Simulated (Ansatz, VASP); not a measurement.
## KCl in VASP and in Ansatz

```
CELL_PARAMETERS angstrom
3.76241 0.00000 0.00000
0.00000 3.76241 0.00000
0.00000 0.00000 3.83920
ATOMIC_POSITIONS crystal
K 0.00000 0.00000 0.00000
Cl 0.50000 0.50000 0.50000
```

Change from the starting cell: strain -0.0200 x Voigt [1, 1, 0, 0, 0, 0], atoms carried along.

Alike in both runs: task single point; functional PBEsol; k mesh 6 × 6 × 6; occupations gaussian, width 0.05 eV; no spin polarisation.

|  | VASP | Ansatz |
| --- | --- | --- |
| version | VASP 6.6.1 | Ansatz 0.2.0 |
| potentials or method | VASP PAW PBE potentials, release 64 (K_sv, Cl), cutoff 520 eV | scalar-relativistic, plane waves, PAW |
| valence electrons in the cell | 16 | 16 |

VASP gave:

```
gap on the k mesh at the Fermi level (eV)                     : 4.74
least direct gap on the mesh (eV)                             : 4.95
pressure (GPa)                                                : -0.8
traceless stress, the component that is largest in VASP (GPa) : -0.59
```

Problem. Which values does Ansatz return?

Solution. gap on the k mesh at the Fermi level (eV): 4.75; least direct gap on the mesh (eV): 4.96; pressure (GPa): -0.8; traceless stress, the component that is largest in VASP (GPa): -0.59.

VASP's potentials were made for PBE, not for PBEsol.
